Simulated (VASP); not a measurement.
# Al18H in VASP: notebook

Al18H is run at these levels: PBE; tasks: single point.

All numbers are computed with VASP 6.6.1; they aren't measurements. Logs are shortened: lines on timing, memory, paths and dates and some standing lists are left out, and cuts for length are marked.

## Step 1: The cell of the first run

The cell holds a slab with vacuum, 19 atoms: a = 12.150 Å, b = 5.728 Å, c = 14.864 Å, α = 90.00°, β = 90.00°, γ = 90.00°.

## Step 2: Single point, PBE

INCAR reads:

```
ALGO     = Normal         # electronic algorithm
EDIFF    = 1E-6           # SCF threshold, eV
ENCUT    = 400            # plane-wave cutoff, eV
GGA      = PE             # functional
GGA_COMPAT= False        
ISIF     = 2              # what is computed and relaxed
ISMEAR   = 0              # smearing method
LASPH    = True           # aspherical terms in the spheres
LCHARG   = True           # write CHGCAR
LELF     = True           # ELF
LREAL    = False          # projectors in reciprocal space
LVHAR    = True         
LWAVE    = False          # write WAVECAR
NBANDS   = 42             # bands
NELM     = 120            # most SCF steps
NELMDL   = -8           
PREC     = Accurate       # precision mode
SIGMA    = 0.05           # smearing width, eV
```

KPOINTS reads:

```
k-points
0
Gamma
  1 1 1
```

POSCAR reads:

```
Al18H
1.0
   12.1500000000      0.0000000000      0.0000000000
    0.0000000000      5.7275650000      0.0000000000
    0.0000000000      0.0000000000     14.8637820000
Al H
18 1
Direct
    0.0000000000      0.0000000000      0.0672776283
    0.3333333333      0.0000000000      0.0672776283
    0.6666666667      0.0000000000      0.0672776283
    0.0000000000      0.5000000873      0.0672776283
    0.3333333333      0.5000000873      0.0672776283
    0.6666666667      0.5000000873      0.0672776283
    0.2056142387      0.2472170984      0.1822669358
    0.4953144033      0.2485015884      0.1351815440
    0.8319962963      0.2497733330      0.1185100131
    0.2050002469      0.7475241224      0.1807983325
    0.4992512757      0.7472348197      0.1388991039
    0.8330033745      0.7500030118      0.1126305539
    0.0430190123     -0.0030379402      0.2448220110
    0.3740044444     -0.0027704618      0.2558335422
    0.6335566255      0.0126462118      0.2517285977
    0.0430396708      0.4974393132      0.2447274859
    0.3739505350      0.4977658045      0.2558934866
    0.6355131687      0.4601208367      0.2501282648
    0.6679026337      0.7323710861      0.2936857524
```

Potentials or basis: VASP PAW PBE potentials, release 64 (Al, H).

Launch:

```
> cat potpaw_PBE.64/Al/POTCAR potpaw_PBE.64/H/POTCAR > POTCAR
> mpirun -np 1 vasp_gam > vasp.out
```

OUTCAR:

```text
EDIFF = 1E-6
   ENCUT = 400
   GGA = PE
   ISIF = 2
   ISMEAR = 0
   LASPH = True
   LREAL = False
   NELM = 120
   NELMDL = -8
   PREC = Accurate

 ion  position               nearest neighbor table
   1  0.000  0.000  0.067-  12 2.57   9 2.61  13 2.69   4 2.86   4 2.86  10 3.34   7 3.34
   2  0.333  0.000  0.067-   8 2.63  11 2.70   7 2.71  10 2.71  14 2.85   5 2.86   5 2.86
   3  0.667  0.000  0.067-  12 2.57   9 2.58  11 2.71   8 2.72  15 2.77   6 2.86   6 2.86
   4  0.000  0.500  0.067-  12 2.57   9 2.61  16 2.69   1 2.86   1 2.86  10 3.33   7 3.36
   5  0.333  0.500  0.067-   8 2.64  11 2.68  10 2.70   7 2.72  17 2.85   2 2.86   2 2.86
   6  0.667  0.500  0.067-  12 2.57   9 2.58  11 2.70   8 2.73  18 2.75   3 2.86   3 2.86
   7  0.206  0.247  0.182-  16 2.61  13 2.61   2 2.71   5 2.72  14 2.73  17 2.73  10 2.86  10 2.87
                             1 3.34   4 3.36
   8  0.495  0.249  0.135-   2 2.63   5 2.64  18 2.70   3 2.72   6 2.73  17 2.73  14 2.73  15 2.77
                            11 2.86  11 2.87
   9  0.832  0.250  0.119-   3 2.58   6 2.58   1 2.61   4 2.61  12 2.86  12 2.87  18 3.31
  10  0.205  0.748  0.181-  13 2.61  16 2.61   5 2.70   2 2.71  14 2.74  17 2.74   7 2.86   7 2.87
                             4 3.33   1 3.34
  11  0.499  0.747  0.139-   5 2.68   6 2.70   2 2.70   3 2.71  17 2.72  14 2.72  15 2.79   8 2.86
                            18 2.86   8 2.87
  12  0.833  0.750  0.113-   3 2.57   6 2.57   1 2.57   4 2.57   9 2.86   9 2.87
  13  0.043  0.997  0.245-  10 2.61   7 2.61   1 2.69  16 2.86  16 2.87
  14  0.374  0.997  0.256-  11 2.72   7 2.73   8 2.73  10 2.74   2 2.85  17 2.86  17 2.87  15 3.16

  15  0.634  0.013  0.252-  19 1.77  18 2.56   8 2.77   3 2.77  11 2.79  14 3.16  18 3.16
  16  0.043  0.497  0.245-   7 2.61  10 2.61   4 2.69  13 2.86  13 2.87
  17  0.374  0.498  0.256-  11 2.72   8 2.73   7 2.73  10 2.74   5 2.85  14 2.86  14 2.87  18 3.19

  18  0.636  0.460  0.250-  19 1.73  15 2.56   8 2.70   6 2.75  11 2.86  15 3.16  17 3.19   9 3.31

  19  0.668  0.732  0.294-  18 1.73  15 1.77

  LATTYP: Found a simple orthorhombic cell.
 ALAT       =     5.7275650000
 B/A-ratio  =     2.1213203167
 C/A-ratio  =     2.5951310897

  Lattice vectors:

 A1 = (   0.0000000000,  -5.7275650000,   0.0000000000)
 A2 = (  12.1500000000,   0.0000000000,   0.0000000000)
 A3 = (   0.0000000000,   0.0000000000,  14.8637820000)

Analysis of symmetry for initial positions (statically):
=====================================================================
 Subroutine PRICEL returns:
 Original cell was already a primitive cell.

 Routine SETGRP: Setting up the symmetry group for a
 simple orthorhombic supercell.

 Subroutine GETGRP returns: Found  1 space group operations
[... 137 lines left out ...]
   PSTRESS=    0.0 pullay stress
   NELECT =      55.0000    total number of electrons
   NUPDOWN=      -1.0000    fix difference up-down
   EMIN   =  10.00;   EMAX   =-10.00  energy-range for DOS
   EFERMI =   0.00;   METHOD = LEGACY
   ISMEAR =     0;   SIGMA  =   0.05  broadening in eV -4-tet -1-fermi 0-gaus
   EFERMI_NEDOS =   21; number of points for ismear=-14 and -15
   IALGO  =     38    algorithm
   IMIX   =      4    mixing-type and parameters
     AMIX     =   0.40;   BMIX     =  1.00
     AMIX_MAG =   1.60;   BMIX_MAG =  1.00
  volume/ion in A,a.u.               =      54.44       367.38
  Fermi-wavevector in a.u.,A,eV,Ry     =   0.615607  1.163329  5.156234  0.378973
  Thomas-Fermi vector in A             =   1.673038
   LORBIT       =      0    0 simple, 1 ext, 2 COOP (PROOUT), +10 PAW based schemes
   GGA     = PE    functional components
   LHFCALC =     F    Hartree Fock is set to
   AEXX    =    0.0000 exact exchange contribution
   IVDW    =     0    specifies the selected vdW correction
   LEPSILON=     F    determine dielectric tensor
   LRPA    =     F    only Hartree local field effects (RPA)
 non-spin polarized calculation
 Gauss-broadening in eV      SIGMA  =   0.05
  energy-cutoff  :      400.00
  volume of cell :     1034.37
 maximum number of plane-waves:      9401
 NGX is ok and might be reduce to    80
   NGX = 39   NGY = 19   NGZ = 49

 number of electron      55.0000000 magnetization

 Free energy of the ion-electron system (eV)
  ---------------------------------------------------
  ext. energy  EPLUGINS =         0.00000000
  ---------------------------------------------------
  free energy    TOTEN  =       -63.97403661 eV

  energy without entropy =      -63.94582713  energy(sigma->0) =      -63.95993187

 E-fermi :  -0.8881     XC(G=0):  -4.2547

 val. band max:       -1.2011898126   @ k =   0.0000   0.0000   0.0000
 cond. band min:      -0.8881135542   @ k =   0.0000   0.0000   0.0000
 fundamental gap:      0.3130762584
 Fermi energy:        -0.8881135542

 k-point     1 :       0.0000    0.0000    0.0000
  band No.  band energies     occupation
      1     -10.1720      2.00000
      2      -9.1142      2.00000
      3      -8.9522      2.00000
      4      -7.3468      2.00000
      5      -6.4265      2.00000
      6      -6.1196      2.00000
[... 31 lines left out ...]
     38       1.8237      0.00000
     39       1.8435      0.00000
 [bands above 39 left out]

------------------------ aborting loop because EDIFF is reached ----------------------------------------

  FORCE on cell =-STRESS in cart. coord.  units (eV):
  Direction    XX          YY          ZZ          XY          YZ          ZX
  --------------------------------------------------------------------------------------
  -------------------------------------------------------------------------------------
  Total        3.2797949      8.5927940     -0.9655446      0.2280712      0.2343234      1.8185663
  in kB        5.0802097     13.3097333     -1.4955719      0.3532690      0.3629532      2.8168524
  external PRESSURE =       5.6314571 kB  Pullay stress =       0.0000000 kB

 VOLUME and BASIS-vectors are now :
 -----------------------------------------------------------------------------
  energy-cutoff  :      400.00
  volume of cell :     1034.37
      direct lattice vectors                 reciprocal lattice vectors
    12.150000000  0.000000000  0.000000000     0.082304527  0.000000000  0.000000000
     0.000000000  5.727565000  0.000000000     0.000000000  0.174594265  0.000000000
     0.000000000  0.000000000 14.863782000     0.000000000  0.000000000  0.067277628

 POSITION                                       TOTAL-FORCE (eV/Angst)
 -----------------------------------------------------------------------------------
      0.00000      0.00000      1.00000         0.121861      0.078520      0.206397
      4.05000      0.00000      1.00000        -0.207842     -0.152828      0.066764
      8.10000      0.00000      1.00000        -0.300024     -0.143286      0.084468
      0.00000      2.86378      1.00000         0.130846     -0.070209      0.198633
      4.05000      2.86378      1.00000        -0.211419      0.113298      0.055400
      8.10000      2.86378      1.00000        -0.299659      0.118048      0.022596
[... 11 lines left out ...]
      7.72148      2.63537      3.71785        -0.117950     -0.028595     -0.023394
      8.11502      4.19470      4.36528         0.055225      0.117988     -0.088927
 -----------------------------------------------------------------------------------
    total drift:                               -0.000150      0.000160     -0.000026

  FREE ENERGIE OF THE ION-ELECTRON SYSTEM (eV)
  ---------------------------------------------------
  free  energy   TOTEN  =       -63.9740366088 eV

  energy  without entropy=      -63.9458271296  energy(sigma->0) =      -63.95993187
```

OSZICAR:

```text
N       E                     dE             d eps       ncg     rms          rms(c)
DAV:   1     0.203904474400E+03    0.20390E+03   -0.15810E+04    84   0.775E+02
DAV:   2    -0.540502500906E+02   -0.25795E+03   -0.24858E+03   102   0.149E+02
DAV:   3    -0.701264123546E+02   -0.16076E+02   -0.15762E+02   120   0.368E+01
[... 16 lines left out ...]
DAV:  20    -0.639738823114E+02   -0.40880E-03   -0.19156E-05   104   0.123E-02    0.394E-03
DAV:  21    -0.639740128010E+02   -0.13049E-03   -0.94470E-06   104   0.723E-03    0.145E-03
DAV:  22    -0.639740289186E+02   -0.16118E-04   -0.10247E-06    96   0.286E-03    0.642E-04
DAV:  23    -0.639740357291E+02   -0.68105E-05   -0.64442E-07    72   0.192E-03    0.309E-04
DAV:  24    -0.639740366088E+02   -0.87966E-06   -0.12425E-07    88   0.104E-03
   1 F= -.63974037E+02 E0= -.63959932E+02  d E =-.282095E-01
```

stdout:

```text
POSCAR found type information on POSCAR AlH
 POSCAR found :  2 types and      19 ions
 scaLAPACK will be used
 -----------------------------------------------------------------------------
|                                                                             |
|                                                                             |
|     You have a (more or less) 'large supercell' and for larger cells it     |
|     might be more efficient to use real-space projection operators.         |
|     Therefore, try LREAL= Auto in the INCAR file.                           |
|     Mind: For very accurate calculation, you might also keep the            |
|     reciprocal projection scheme (i.e. LREAL=.FALSE.).                      |
|                                                                             |
 -----------------------------------------------------------------------------

 LDA part: xc-table for (Slater+PW92), standard interpolation
 POSCAR, INCAR and KPOINTS ok, starting setup
 FFT: planning ... GRIDC
 FFT: planning ... GRID_SOFT
 FFT: planning ... GRID
 WAVECAR not read
 entering main loop
```

Run time: 2.6 min. Hardware: 1 thread of Intel Xeon 8259CL, shared host; peak memory 0.63 GiB.

Results:

- Free energy: -63.9740 eV
- Largest force: 0.343 eV/Å

Forces on the atoms (eV/Å):
```
Al   0.122  0.079  0.206
Al  -0.208 -0.153  0.067
Al  -0.300 -0.143  0.084
Al   0.131 -0.070  0.199
Al  -0.211  0.113  0.055
Al  -0.300  0.118  0.023
Al   0.165  0.000  0.107
Al   0.001 -0.001 -0.108
Al  -0.016  0.001 -0.189
Al   0.161 -0.005  0.102
Al   0.008 -0.002 -0.093
Al  -0.010  0.001 -0.202
Al   0.175  0.003 -0.058
Al   0.153  0.005  0.007
Al  -0.139 -0.016 -0.032
Al   0.178 -0.008 -0.058
Al   0.153 -0.011  0.001
Al  -0.118 -0.029 -0.023
H    0.055  0.118 -0.089
```

Levels at points of the mesh, in eV from the Fermi level:
| k point | band 23 | band 24 | band 25 | band 26 | band 27 | band 28 | band 29 | band 30 | band 31 | band 32 |
| --- | --- | --- | --- | --- | --- | --- | --- | --- | --- | --- |
| (0.00, 0.00, 0.00) | -0.93 | -0.80 | -0.73 | -0.62 | -0.31 | 0.00 | 0.52 | 0.62 | 0.97 | 1.64 |

Caveat: the k points lie up to 1.10 Å⁻¹ apart.

## Step 3: Single point, PBE

INCAR reads:

```
PREC = Accurate ; ENCUT = 400
EDIFF = 1E-6 ; ISMEAR = 0
SIGMA = 0.05 ; LREAL = False
LASPH = True ; NELM = 120
ALGO = Normal ; ISIF = 2
LWAVE = False ; LCHARG = False
GGA = PE ; NBANDS = 42
GGA_COMPAT = False ; NELMDL = -8
```

KPOINTS reads:

```
regular mesh
0
Gamma
  1 1 1
```

POSCAR reads:

```
Al18H
1.0
   12.1500000000      0.0000000000      0.0000000000
    0.0000000000      5.7275650000      0.0000000000
    0.0000000000      0.0000000000     14.8637820000
Al H
18 1
Direct
    0.0000000000      0.0000000000      0.0672776283
    0.3333333333      0.0000000000      0.0672776283
    0.6666666667      0.0000000000      0.0672776283
    0.0000000000      0.5000000873      0.0672776283
    0.3333333333      0.5000000873      0.0672776283
    0.6666666667      0.5000000873      0.0672776283
    0.2250720165      0.2500264947      0.1957558312
    0.4989518519      0.2525570640      0.1294662422
    0.8324887243      0.2513951391      0.1056609280
    0.2247307819      0.7514526679      0.1953783364
    0.4987786008      0.7451327047      0.1284652183
    0.8324981070      0.7489901904      0.1054944832
    0.0543550617      0.0014632745      0.2405320530
    0.3911787654     -0.0001794829      0.2596346609
    0.6168627984     -0.0056655839      0.2449747312
    0.0558978601      0.5010933966      0.2415928194
    0.3946308642      0.5008252198      0.2623454784
    0.6306405761      0.4959968154      0.2550190120
    0.7118742387      0.9980904625      0.3185689214
```

Potentials or basis: VASP PAW PBE potentials, release 64 (Al, H).

Launch:

```
> cat potpaw_PBE.64/Al/POTCAR potpaw_PBE.64/H/POTCAR > POTCAR
> mpirun -np 1 vasp_gam > vasp.out
```

Run time: 2.6 min. Hardware: 1 thread of Intel Xeon 8259CL, shared host; peak memory 0.63 GiB.

Results (log left out):

| Item | Value |
| --- | --- |
| Free energy | -63.5033 eV |
| Largest force | 0.498 eV/Å |

Forces on the atoms (eV/Å):
```
Al   0.481  0.003  0.131
Al  -0.374  0.006 -0.145
Al  -0.203  0.001 -0.448
Al   0.357 -0.001  0.190
Al  -0.126 -0.012  0.103
Al  -0.120 -0.007  0.064
Al  -0.017 -0.017 -0.001
Al   0.020 -0.014  0.030
Al  -0.012  0.003  0.004
Al  -0.015  0.018  0.002
Al   0.023  0.025  0.041
Al  -0.012 -0.008  0.004
Al   0.015 -0.004  0.007
Al  -0.005 -0.001  0.022
Al  -0.011  0.005  0.035
Al   0.009 -0.003  0.004
Al  -0.024 -0.004 -0.008
Al   0.011  0.005 -0.004
H    0.004  0.006 -0.029
```

Levels at points of the mesh, in eV from the Fermi level:
```tsv
k point	band 25	band 26	band 27	band 28	band 29	band 30	band 31	band 32
(0.00, 0.00, 0.00)	-0.96	-0.72	-0.34	0.00	0.36	0.72	0.82	1.07
```

Caveat: the k points lie up to 1.10 Å⁻¹ apart.

## Step 4: Single point, PBE

INCAR reads:

```
ALGO = Normal ; EDIFF = 1E-6
ENCUT = 400 ; GGA = PE
GGA_COMPAT = False ; ISIF = 2
ISMEAR = 0 ; LASPH = True
LCHARG = False ; LREAL = False
LWAVE = False ; NBANDS = 42
NELM = 120 ; NELMDL = -8
PREC = Accurate ; SIGMA = 0.05
```

KPOINTS reads:

```
k-points
0
Gamma
  1 1 1
```

POSCAR reads:

```
Al18H
1.0
   12.1500000000      0.0000000000      0.0000000000
    0.0000000000      5.7275650000      0.0000000000
    0.0000000000      0.0000000000     14.8637820000
Al H
18 1
Direct
    0.0000000000      0.0000000000      0.0672776283
    0.3333333333      0.0000000000      0.0672776283
    0.6666666667      0.0000000000      0.0672776283
    0.0000000000      0.5000000873      0.0672776283
    0.3333333333      0.5000000873      0.0672776283
    0.6666666667      0.5000000873      0.0672776283
    0.2055012346      0.2525011938      0.1811327023
    0.4993071605      0.2532481081      0.1383947235
    0.8330010700      0.2499343089      0.1122833341
    0.2061595885      0.7527513001      0.1826521675
    0.4953508642      0.7518495207      0.1347142336
    0.8319999177      0.7501887800      0.1182751469
    0.0432518519      0.0028399503      0.2446831500
    0.3748506173      0.0030009262      0.2559349296
    0.6327760494     -0.0105456682      0.2517635148
    0.0432857613      0.5024061709      0.2445849246
    0.3747000823      0.5024609935      0.2558280255
    0.6351956379      0.5419411216      0.2501281975
    0.6677036214      1.2691712796      0.2934146908
```

Launch:

```
> cat potpaw_PBE.64/Al/POTCAR potpaw_PBE.64/H/POTCAR > POTCAR
> mpirun -np 1 vasp_gam > vasp.out
```

Run time: 2.6 min. Hardware: 1 thread of Intel Xeon 8259CL, shared host; peak memory 0.63 GiB.

It converged, with:

| Quantity | Value |
| --- | --- |
| Free energy | -63.9859 eV |
| Largest force | 0.336 eV/Å |

Forces on the atoms (eV/Å):
```
Al   0.129 -0.082  0.204
Al  -0.214  0.157  0.069
Al  -0.294  0.139  0.083
Al   0.138  0.072  0.196
Al  -0.217 -0.113  0.051
Al  -0.294 -0.111  0.021
Al   0.159  0.000  0.104
Al   0.002  0.005 -0.093
Al  -0.010  0.001 -0.195
Al   0.161  0.007  0.106
Al  -0.001 -0.004 -0.114
Al  -0.016  0.000 -0.188
Al   0.175 -0.001 -0.057
Al   0.145 -0.003 -0.004
Al  -0.134  0.003 -0.030
Al   0.176  0.009 -0.055
Al   0.155  0.010  0.007
Al  -0.115  0.020 -0.020
H    0.056 -0.108 -0.085
```

Levels at points of the mesh, in eV from the Fermi level:
| k point | band 25 | band 26 | band 27 | band 28 | band 29 | band 30 |
| --- | --- | --- | --- | --- | --- | --- |
| (0.00, 0.00, 0.00) | -0.74 | -0.62 | -0.32 | 0.00 | 0.52 | 0.63 |

Caveat: the k points lie up to 1.10 Å⁻¹ apart.
